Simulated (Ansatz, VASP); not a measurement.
**Ga3BAs4 in VASP and in Ansatz**

File INCAR:

```
SYSTEM = Ga3BAs4
ALGO = Normal ; EDIFF = 1E-6
EDIFFG = -0.04 ; ENCUT = 600
GGA = PE ; IBRION = 2
ISIF = 3 ; ISMEAR = 0
LASPH = .True. ; LCHARG = .False.
LREAL = .False. ; LWAVE = .False.
NELM = 80 ; NSW = 90
PREC = Accurate ; SIGMA = 0.1
```

The input KPOINTS:

```
k-points
0
Gamma
  4 4 4
  0 0 0
```

Contents of POSCAR:

```
Ga3BAs4
1.0
    5.4157579200      0.0000000000      0.0000000000
    0.0000000000      5.4157579200      0.0000000000
    0.0000000000      0.0000000000      5.4157579200
Ga B As
3 1 4
Direct
    0.0000000000      0.0000000000      0.5000000000
    0.0000000000      0.5000000000      0.0000000000
    0.5000000000      0.0000000000      0.0000000000
    0.5000000000      0.5000000000      0.5000000000
    0.7500000000      0.7500000000      0.7500000000
    0.7500000000      0.2500000000      0.2500000000
    0.2500000000      0.7500000000      0.2500000000
    0.2500000000      0.2500000000      0.7500000000
```

Input for Ansatz:

```yaml
crystal:
  lattice:
    - [5.41575792, 0.0, 0.0]
    - [0.0, 5.41575792, 0.0]
    - [0.0, 0.0, 5.41575792]
  atoms:
    - { symbol: Ga, position: [0.0, 0.0, 0.5] }
    - { symbol: Ga, position: [0.0, 0.5, 0.0] }
    - { symbol: Ga, position: [0.5, 0.0, 0.0] }
    - { symbol: B, position: [0.5, 0.5, 0.5] }
    - { symbol: As, position: [0.75, 0.75, 0.75] }
    - { symbol: As, position: [0.75, 0.25, 0.25] }
    - { symbol: As, position: [0.25, 0.75, 0.25] }
    - { symbol: As, position: [0.25, 0.25, 0.75] }
basis:
  ecutwfc: 420
kpoints:
  mp_grid: { grid: [4, 4, 4] }
hamiltonian:
  xc: pbe
scf:
  occupations: { method: gaussian, width: 0.1 }
  lower_state_search: "off"
output:
  forces: true
  stress: true
  eigenvalues: true
relax:
  adjacent_minimum: "off"
  f_tol: 0.04
  max_steps: 70
  cell: { stress_tol: 0.4 }
```

Alike in both runs: task relaxation of cell and atoms; functional PBE; k mesh 4 × 4 × 4; occupations gaussian, width 0.1 eV; no spin polarisation.

```csv
,VASP,Ansatz
version,VASP 6.6.1,Ansatz 0.2.0
potentials or method,"VASP PAW PBE potentials, release 64 (Ga_d, B, As), cutoff 600 eV","scalar-relativistic, plane waves, PAW"
valence electrons in the cell,62,102
```

Ansatz gave:

* gap on the k mesh at the Fermi level, each at its own relaxed structure (eV): 0.54
* relaxed volume (Å³/atom): 20.87
* relaxed length of the cell vector where the two differ most in proportion (Å): 5.506

Question: Which values does VASP return?

Answer: gap on the k mesh at the Fermi level, each at its own relaxed structure (eV): 0.53; relaxed volume (Å³/atom): 21.02; relaxed length of the cell vector where the two differ most in proportion (Å): 5.519.

VASP's potentials hold 62 valence electrons a cell and Ansatz's 102, so a difference there can come from the potentials and not from the codes.
